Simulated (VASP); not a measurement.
# Si5P13 in VASP: a series of runs

Si5P13 is run at these levels: PBE; tasks: single point.

All numbers are computed with VASP 6.6.1; they aren't measurements. Logs are shortened: lines on timing, memory, paths and dates and some standing lists are left out, and cuts for length are marked.

### Step 1. The cell of the first run

The cell holds a disordered packing, 18 atoms: a = 7.050 Å, b = 7.051 Å, c = 7.040 Å, α = 90.50°, β = 87.18°, γ = 89.28°.

### Step 2. Single point, PBE

Input file INCAR:

```
SYSTEM = Si5P13
PREC     = Accurate       ! precision mode
ENCUT    = 400            ! plane-wave cutoff, eV
EDIFF    = 1E-6           ! SCF threshold, eV
ISMEAR   = -1             ! smearing method
SIGMA    = 0.2585         ! smearing width, eV
LREAL    = Auto         
LASPH    = .True.         ! aspherical terms in the spheres
NELM     = 120            ! most SCF steps
ALGO     = Normal         ! electronic algorithm
ISIF     = 2              ! what is computed and relaxed
LWAVE    = .False.        ! write WAVECAR
LCHARG   = .False.        ! write CHGCAR
GGA      = PE             ! functional
ISYM     = -1           
NBANDS   = 58             ! bands
GGA_COMPAT= .False.
```

Input file KPOINTS:

```
explicit points
1
Reciprocal
  0.25000000   0.25000000   0.25000000 1
```

Input file POSCAR:

```
Si5P13
1.0
    7.0479230000      0.0446470000      0.1733930000
    0.0446470000      7.0511420000     -0.0312760000
    0.1733930000     -0.0312760000      7.0375900000
Si P
5 13
Direct
    0.8787374926      0.2864333180      0.7130704628
    0.5403687081      0.4237184634      0.6831082895
    0.5821947832      0.5130454491      1.0152373908
    0.3819957985      0.1677681497     -0.1046485062
    0.8154830225     -0.1496415711      0.3171090903
    0.8332643253      0.6482419051      0.5720192868
    0.7238911179      1.0289969466      0.5804819911
    0.3934092486      0.1621353532      0.5748158866
    0.4529311852      0.8661739145      0.1998109237
    0.0043697790      0.3747914439      0.4076221104
    0.2808379299      0.4720367876      0.2315829839
    0.1764655696      0.8657432644      0.8145335394
    0.8568299500      0.5454605656      0.1301569869
    0.1125931878     -0.0598032769      0.1588294746
    0.0625266403      0.5903862940      0.8686283571
    0.4703177665      0.2359866799      0.1587117054
    0.3839667924      0.7188372152      0.4860674178
    1.0489199562      1.1256528340      0.9347776071
```

Potentials or basis: VASP PAW PBE potentials, release 64 (Si, P).

Run with:

```sh
> cat potpaw_PBE.64/Si/POTCAR potpaw_PBE.64/P/POTCAR > POTCAR
> mpirun -np 1 vasp_std > vasp.out
```

OUTCAR:

```text
SYSTEM = Si5P13
   PREC = Accurate
   ENCUT = 400
   EDIFF = 1E-6
   ISMEAR = -1
   LREAL = Auto
   LASPH = .True.
   NELM = 120
   ISIF = 2
   GGA = PE
   ISYM = -1

 ion  position               nearest neighbor table
   1  0.879  0.286  0.713-  18 2.31   7 2.34  10 2.38   2 2.58  15 2.76   6 2.77
   2  0.540  0.424  0.683-   8 2.27   3 2.45   1 2.58   4 2.58   6 2.71  17 2.76
   3  0.582  0.513  0.015-  13 2.15  16 2.34   2 2.45  11 2.57   9 2.91   4 2.97
   4  0.382  0.168  0.895-  16 2.04   8 2.25  18 2.37   2 2.58  12 2.66   3 2.97
   5  0.815  0.850  0.317-   7 2.29   6 2.31  14 2.42  13 2.52   9 2.73
   6  0.833  0.648  0.572-   5 2.31  10 2.51   2 2.71  15 2.73   1 2.77   7 2.78
   7  0.724  0.029  0.580-   5 2.29   1 2.34   8 2.50   6 2.78
   8  0.393  0.162  0.575-   4 2.25   2 2.27   7 2.50
   9  0.453  0.866  0.200-  17 2.31  14 2.48  16 2.63   5 2.73   3 2.91
  10  0.004  0.375  0.408-  11 2.37   1 2.38   6 2.51  13 2.56
  11  0.281  0.472  0.232-  16 2.16  10 2.37   3 2.57  17 2.62
  12  0.176  0.866  0.815-  15 2.14  18 2.18  14 2.49   4 2.66  17 2.85
  13  0.857  0.545  0.130-   3 2.15  15 2.31   5 2.52  10 2.56
  14  0.113  0.940  0.159-  18 2.12   5 2.42   9 2.48  12 2.49
  15  0.063  0.590  0.869-  12 2.14  13 2.31   6 2.73   1 2.76
  16  0.470  0.236  0.159-   4 2.04  11 2.16   3 2.34   9 2.63
  17  0.384  0.719  0.486-   9 2.31  11 2.62   2 2.76  12 2.85
  18  0.049  0.126  0.935-  14 2.12  12 2.18   1 2.31   4 2.37

IMPORTANT INFORMATION: All symmetrisations will be switched off!
NOSYMM: (Re-)initialisation of all symmetry stuff for point group C_1.

----------------------------------------------------------------------------------------

                                     Primitive cell

  volume of cell :     349.5060

  direct lattice vectors                    reciprocal lattice vectors
     7.047923000  0.044647000  0.173393000     0.141977725 -0.000914520 -0.003502129
     0.044647000  7.051142000 -0.031276000    -0.000914520  0.141829685  0.000652842
     0.173393000 -0.031276000  7.037590000    -0.003502129  0.000652842  0.142183285

  length of vectors
     7.050196955  7.051352710  7.039795191     0.142023856  0.141834136  0.142227907

  position of ions in fractional coordinates (direct lattice)
     0.878737493  0.286433318  0.713070463
     0.540368708  0.423718463  0.683108289
     0.582194783  0.513045449  0.015237391
     0.381995799  0.167768150  0.895351494
     0.815483022  0.850358429  0.317109090
     0.833264325  0.648241905  0.572019287
[... 10 lines left out ...]
     0.383966792  0.718837215  0.486067418
     0.048919956  0.125652834  0.934777607

  ion indices of the primitive-cell ions
   primitive index   ion index
                 1           1
                 2           2
                 3           3
                 4           4
                 5           5
                 6           6
[... 10 lines left out ...]
                17          17
                18          18

----------------------------------------------------------------------------------------

 KPOINTS: explicit points

Read explicit list of k-points.

 Found      1 k-points:

 Following reciprocal coordinates:
            Coordinates               Weight
  0.250000  0.250000  0.250000      1.000000
   k-points           NKPTS =      1   k-points in BZ     NKDIM =      1   number of bands    NBANDS=     58
   number of dos      NEDOS =    301   number of ions     NIONS =     18
   total plane-waves  NPLWV = 110592
   dimension x,y,z NGX =    48 NGY =   48 NGZ =   48
   dimension x,y,z NGXF=    96 NGYF=   96 NGZF=   96
   ions per type =               5  13
   NGX,Y,Z   is equivalent  to a cutoff of  11.32, 11.32, 11.34 a.u.
   NGXF,Y,Z  is equivalent  to a cutoff of  22.64, 22.63, 22.67 a.u.
 SYSTEM =  Si5P13
   PREC   = accura    normal or accurate (medium, high low for compatibility)
   ISTART =      0    job   : 0-new  1-cont  2-samecut
   ICHARG =      2    charge: 1-file 2-atom 10-const
   ISPIN  =      1    spin polarized calculation?
   LNONCOLLINEAR =      F non collinear calculations
   LSORBIT =      F    spin-orbit coupling
   LASPH  =      T    aspherical Exc in radial PAW
   ENCUT  =  400.0 eV  29.40 Ry    5.42 a.u.  11.50 11.50 11.48*2*pi/ulx,y,z
   NELM   =    120;   NELMIN=  2; NELMDL= -5     # of ELM steps
   EDIFF  = 0.1E-05   stopping-criterion for ELM
   LREAL  =      T    real-space projection
   EDIFFG = 0.1E-04   stopping-criterion for IOM
   NSW    =      0    number of steps for IOM
   IBRION =     -1    ionic relax: 0-MD 1-quasi-New 2-CG
   NFREE  =      0    steps in history (QN), initial steepest desc. (CG)
   ISIF   =      2    stress and relaxation
   ISYM   =     -1    0-nonsym 1-usesym 2-fastsym
   POTIM  = 0.5000    time-step for ionic-motion
   TEBEG  =    0.0;   TEEND  =   0.0 temperature during run
   PSTRESS=    0.0 pullay stress
   NELECT =      85.0000    total number of electrons
   NUPDOWN=      -1.0000    fix difference up-down
   EMIN   =  10.00;   EMAX   =-10.00  energy-range for DOS
   EFERMI =   0.00;   METHOD = LEGACY
   ISMEAR =    -1;   SIGMA  =   0.26  broadening in eV -4-tet -1-fermi 0-gaus
   EFERMI_NEDOS =   21; number of points for ismear=-14 and -15
   IALGO  =     38    algorithm
   IMIX   =      4    mixing-type and parameters
     AMIX     =   0.40;   BMIX     =  1.00
     AMIX_MAG =   1.60;   BMIX_MAG =  1.00
  volume/ion in A,a.u.               =      19.42       131.03
  Fermi-wavevector in a.u.,A,eV,Ry     =   1.021871  1.931057 14.207492  1.044221
  Thomas-Fermi vector in A             =   2.155520
   LORBIT       =      0    0 simple, 1 ext, 2 COOP (PROOUT), +10 PAW based schemes
   GGA     = PE    functional components
   LHFCALC =     F    Hartree Fock is set to
   AEXX    =    0.0000 exact exchange contribution
   IVDW    =     0    specifies the selected vdW correction
   LEPSILON=     F    determine dielectric tensor
   LRPA    =     F    only Hartree local field effects (RPA)
 non-spin polarized calculation
  energy-cutoff  :      400.00
  volume of cell :      349.51
 maximum number of plane-waves:      6349
 NGX is ok and might be reduce to    48
   NGX = 23   NGY = 23   NGZ = 23

 number of electron      84.9999997 magnetization

 Free energy of the ion-electron system (eV)
  ---------------------------------------------------
  ext. energy  EPLUGINS =         0.00000000
  ---------------------------------------------------
  free energy    TOTEN  =       -88.55012617 eV

  energy without entropy =      -86.86126917  energy(sigma->0) =      -87.70569767

 E-fermi :   6.1891     XC(G=0):  -9.7291

 val. band max:        5.8728379661   @ k =   0.2500   0.2500   0.2500
 cond. band min:       6.2157294683   @ k =   0.2500   0.2500   0.2500
 fundamental gap:      0.3428915022
 Fermi energy:         6.1891357502

 k-point     1 :       0.2500    0.2500    0.2500
  band No.  band energies     occupation
      1      -8.8023      2.00000
      2      -7.9249      2.00000
      3      -6.8923      2.00000
      4      -6.7855      2.00000
      5      -6.1067      2.00000
      6      -5.8817      2.00000
[... 46 lines left out ...]
     53       8.4496      0.00032
     54       8.5622      0.00021
 [bands above 54 left out]

------------------------ aborting loop because EDIFF is reached ----------------------------------------

  FORCE on cell =-STRESS in cart. coord.  units (eV):
  Direction    XX          YY          ZZ          XY          YZ          ZX
  --------------------------------------------------------------------------------------
  -------------------------------------------------------------------------------------
  Total       -6.3163402      3.1396283      0.1875967      5.0387959      2.9478814      6.8736838
  in kB      -28.9548583     14.3924313      0.8599657     23.0984426     13.5134406     31.5097880
  external PRESSURE =      -4.5674871 kB  Pullay stress =       0.0000000 kB

 VOLUME and BASIS-vectors are now :
 -----------------------------------------------------------------------------
  energy-cutoff  :      400.00
  volume of cell :      349.51
      direct lattice vectors                 reciprocal lattice vectors
     7.047923000  0.044647000  0.173393000     0.141977725 -0.000914520 -0.003502129
     0.044647000  7.051142000 -0.031276000    -0.000914520  0.141829685  0.000652842
     0.173393000 -0.031276000  7.037590000    -0.003502129  0.000652842  0.142183285

 POSITION                                       TOTAL-FORCE (eV/Angst)
 -----------------------------------------------------------------------------------
      6.32970      2.03661      5.16171        -0.401725     -0.291602     -0.784293
      3.94584      2.99046      4.88788         1.112614      1.863064     -0.256141
      4.12881      3.64307      0.19214        -1.059358      0.746827     -0.497280
      2.85502      1.17201      6.36211        -2.463484     -1.479435     -2.809605
      5.84041      6.02249      2.34649        -0.119770     -0.157204     -0.738735
      6.00091      4.59016      4.14984         0.690063     -0.223069      0.138887
[... 10 lines left out ...]
      2.82254      5.07056      3.46484        -0.403434     -0.762670     -1.195252
      0.51248      0.85894      6.58313         0.101303      1.130909     -0.286693
 -----------------------------------------------------------------------------------
    total drift:                                0.000008      0.001441     -0.001855

  FREE ENERGIE OF THE ION-ELECTRON SYSTEM (eV)
  ---------------------------------------------------
  free  energy   TOTEN  =       -88.5501261737 eV

  energy  without entropy=      -86.8612691725  energy(sigma->0) =      -87.70569767
```

It took 65 s on 1 thread of Intel Xeon 8259CL, shared host; peak memory 0.3 GiB.

What came out:

```
Free energy            : -88.5501 eV
Pressure               : -0.5 GPa
Largest force          : 4.019 eV/Å
Band gap on the k mesh : zero (an odd number of electrons rules out a gap without spin polarisation)
```

Forces on the atoms (eV/Å):
```
Si  -0.402 -0.292 -0.784
Si   1.113  1.863 -0.256
Si  -1.059  0.747 -0.497
Si  -2.463 -1.479 -2.810
Si  -0.120 -0.157 -0.739
P    0.690 -0.223  0.139
P   -0.660  0.269  0.411
P    1.391 -0.485 -0.156
P    0.871 -1.439  0.591
P   -1.056 -0.252 -0.200
P   -0.711  1.873  1.069
P    0.693  0.174 -0.233
P    1.434  0.265 -0.149
P   -0.070 -0.502  1.560
P   -1.043 -1.020  0.001
P    1.693  0.290  3.535
P   -0.403 -0.763 -1.195
P    0.101  1.131 -0.287
```

Caveat: the atoms stand as in a frame of molecular dynamics; so wide a smearing shifts energies and pressures; an odd number of electrons without spin polarisation forces a metal; a magnetic or distorted state may lie lower.

### Step 3. Single point, PBE

Input file INCAR:

```
SYSTEM = Si5P13
ALGO = Normal
EDIFF = 1E-6
ENCUT = 400
GGA = PE
GGA_COMPAT = .FALSE.
ISIF = 2
ISMEAR = -1
ISYM = -1
LASPH = .TRUE.
LCHARG = .FALSE.
LREAL = Auto
LWAVE = .FALSE.
NBANDS = 58
NELM = 120
PREC = Accurate
SIGMA = 0.2585
```

KPOINTS is that of step 2.

Input file POSCAR:

```
Si5P13
1.0
    7.0479230000      0.0446470000      0.1733930000
    0.0446470000      7.0511420000     -0.0312760000
    0.1733930000     -0.0312760000      7.0375900000
Si P
5 13
Direct
    0.7172453287      0.3138267514      0.5306253883
    0.4928815522      0.5417886006      0.7631423213
    0.3025034091      0.3966737924      1.1635473786
    0.4452462755      0.2438192992     -0.1091120533
    0.7565584709     -0.3636697336      0.3997676651
    0.7934676238      0.7886570151      0.6655119587
    0.6024057202      1.0508851028      0.6477712608
    0.4048249494      0.0389873164      0.4363513013
    0.5816461822      0.9240426894      0.1384759531
    0.1772334967      0.3038719175      0.5109663749
    0.1561612794      0.6752585210      0.2890027854
    0.1479545510      0.8256563697      0.7134234795
    0.9050929753      0.5758080711      0.1432139677
    0.0418088981      0.0057111312      0.3131678957
    0.0289444206      0.5130397491      0.7167605773
    0.5952791386      0.2154164516      0.2007103468
    0.4012694379      0.5654001707      0.4174244513
    1.1578780773      1.1398338728      0.9580277468
```

Potentials or basis: VASP PAW PBE potentials, release 64 (Si, P).

Run with:

```sh
> cat potpaw_PBE.64/Si/POTCAR potpaw_PBE.64/P/POTCAR > POTCAR
> mpirun -np 1 vasp_std > vasp.out
```

Wall time 69 s (1 thread of Intel Xeon 8259CL, shared host); peak memory 0.3 GiB.

It converged, with:

```yaml
Free_energy: -85.9470 eV
Pressure: 1.1 GPa
Largest_force: 3.201 eV/Å
Band_gap_on_the_k_mesh: zero (an odd number of electrons rules out a gap without spin polarisation)
```

Forces in eV/Å, atoms in the order of the input:
```
Si   1.032  1.286  0.330
Si   0.202  1.008 -1.006
Si  -0.890 -0.436  0.119
Si   0.608 -0.834 -0.416
Si  -1.875  0.185  0.535
P    0.334  0.249  1.531
P    1.119 -1.121  1.254
P   -1.743 -0.237 -1.382
P   -0.134 -0.951  1.018
P    0.196 -0.650 -0.423
P   -1.754  2.122 -1.397
P    0.086 -0.127 -0.355
P    0.662 -0.398 -1.592
P    1.134 -0.357 -0.619
P   -0.852  0.296 -0.099
P    0.630  1.050 -0.226
P    2.373 -0.513  2.087
P   -1.129 -0.573  0.639
```

Stress tensor (GPa, compression positive):
```
 2.93 -2.01  1.85
-2.01  1.30  0.94
 1.85  0.94 -0.90
```

Levels at points of the mesh, in eV from the Fermi level:
| k point | band 38 | band 39 | band 40 | band 41 | band 42 | band 43 | band 44 | band 45 | band 46 | band 47 |
| --- | --- | --- | --- | --- | --- | --- | --- | --- | --- | --- |
| (0.25, 0.25, 0.25) | -1.06 | -0.82 | -0.71 | -0.37 | -0.24 | 0.02 | 0.15 | 0.49 | 0.72 | 0.82 |

Caveat: the atoms stand as in a frame of molecular dynamics; so wide a smearing shifts energies and pressures; an odd number of electrons without spin polarisation forces a metal; a magnetic or distorted state may lie lower.

(Continued in part 2 of 2.)

The gap in the log of VASP goes by the Fermi energy; the results here count the filled bands.